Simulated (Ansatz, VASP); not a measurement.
One calculation of RbBr, two programs

```
CELL_PARAMETERS angstrom
3.96751 0.00000 0.00000
0.00000 3.96751 0.00000
0.00000 0.00000 3.96751
ATOMIC_POSITIONS crystal
Rb 0.00000 0.00000 0.00000
Br 0.50000 0.50000 0.50000
```

Alike in both runs: functional LDA; k mesh 6 × 6 × 6; occupations gaussian, width 0.02 eV; no spin polarisation.

Ansatz relaxed the structure, and its values are those at the end. VASP's run is a single point on that final structure, the one shown.

|  | VASP | Ansatz |
| --- | --- | --- |
| version | VASP 6.6.1 | Ansatz 0.2.0 |
| potentials or method | VASP PAW LDA potentials, release 64 (Rb_sv, Br), cutoff 520 eV | scalar-relativistic, plane waves, PAW |
| valence electrons in the cell | 16 | 16 |

VASP gave:

- gap on the k mesh at the Fermi level (eV): 4.13
- least direct gap on the mesh (eV): 4.28
- pressure (GPa): 0.1

Task: Which values does Ansatz return?

Result: gap on the k mesh at the Fermi level (eV): 4.11; least direct gap on the mesh (eV): 4.27; pressure (GPa): 0.0.

LDA's correlation is that of Perdew and Zunger in VASP and of Perdew and Wang (1992) in Ansatz.
